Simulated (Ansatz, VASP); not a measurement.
AlN in VASP and in Ansatz

Contents of INCAR:

```
SYSTEM = AlN
PREC = Accurate ; ENCUT = 600
EDIFF = 1E-6 ; ISMEAR = 0
SIGMA = 0.05 ; LREAL = .False.
LASPH = .True. ; NELM = 120
ALGO = Normal ; ISIF = 2
LWAVE = .False. ; LCHARG = .False.
NBANDS = 11 ; GGA_COMPAT = .False.
```

Contents of KPOINTS:

```
Automatic mesh
0
Gamma
  10 10 10
  0 0 0
```

File POSCAR:

```
AlN
1.0
    0.0000000000      1.9836550500      1.9836550500
    1.9836550500      0.0000000000      1.9836550500
    1.9836550500      1.9836550500      0.0000000000
Al N
1 1
Direct
    0.5000000000      0.5000000000      0.5000000000
    0.0000000000      0.0000000000      0.0000000000
```

Input for Ansatz:

```yaml
crystal:
  lattice:
    - [0.0, 1.98365505, 1.98365505]
    - [1.98365505, 0.0, 1.98365505]
    - [1.98365505, 1.98365505, 0.0]
  atoms:
    - { symbol: Al, position: [0.5, 0.5, 0.5] }
    - { symbol: "N", position: [0.0, 0.0, 0.0] }
basis:
  ecutwfc: 420
kpoints:
  mp_grid: { grid: [10, 10, 10] }
hamiltonian:
  xc: lda
scf:
  occupations: { method: gaussian, width: 0.05 }
output:
  forces: true
  stress: true
  eigenvalues: true
```

Change from the starting cell: strain -0.025 along x and y, -0.025 along z, atoms carried along.

Alike in both runs: task single point; functional LDA; k mesh 10 × 10 × 10; occupations gaussian, width 0.05 eV; no spin polarisation.

```csv
,VASP,Ansatz
version,VASP 6.6.1,Ansatz 0.2.0
potentials or method,"VASP PAW LDA potentials, release 64 (Al, N), cutoff 600 eV","scalar-relativistic, plane waves, PAW"
valence electrons in the cell,8,8
```

Ansatz gave:

```
gap on the k mesh at the Fermi level (eV) : 5.03
least direct gap on the mesh (eV)         : 6.59
pressure (GPa)                            : 9.7
```

**Question.** Which values does VASP return?

**Answer.** gap on the k mesh at the Fermi level (eV): 5.02; least direct gap on the mesh (eV): 6.62; pressure (GPa): 10.3.

LDA's correlation is that of Perdew and Zunger in VASP and of Perdew and Wang (1992) in Ansatz.
